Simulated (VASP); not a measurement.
Runs of VASP 6.6.1 on GaP. The structure is that of space group R-3m (No. 166), or close to it. The cells are those of the table. 

| cell | gap on the mesh (eV) | pressure (GPa) | largest force (eV/Å) |
| --- | --- | --- | --- |
| a = 6.781 Å, angles 33.3°, 4 atoms | 0.77 | (d) | (a) |
| a = 6.690 Å, angles 33.8°, 4 atoms | 0.84 | -1.2 | 0.43 |
| a = 6.750 Å, angles 33.5°, 4 atoms | 0.79 | -2.1 | 0.24 |
| a = 6.933 Å, angles 32.6°, 4 atoms | (b) | -4.2 | 0.17 |
| a = 6.720 Å, angles 33.6°, 4 atoms | 0.82 | -1.6 | (c) |

Alike in all rows: task single point; level PBEsol; potentials or basis VASP PAW PBE potentials, release 64 (Ga_d, P); no spin polarisation; k mesh 12 × 12 × 12; cutoff (eV) 520; smearing methfessel-paxton 0.1 eV.

Q: Estimate the missing entries.

A: (a) 0.16; (b) 0.64; (c) 0.33; (d) -2.5.

Caveats: the PAW data sets were made with another functional, which shifts forces and pressure a little.

A k mesh can miss the band edges, and the runs leave out spin-orbit coupling on Ga.
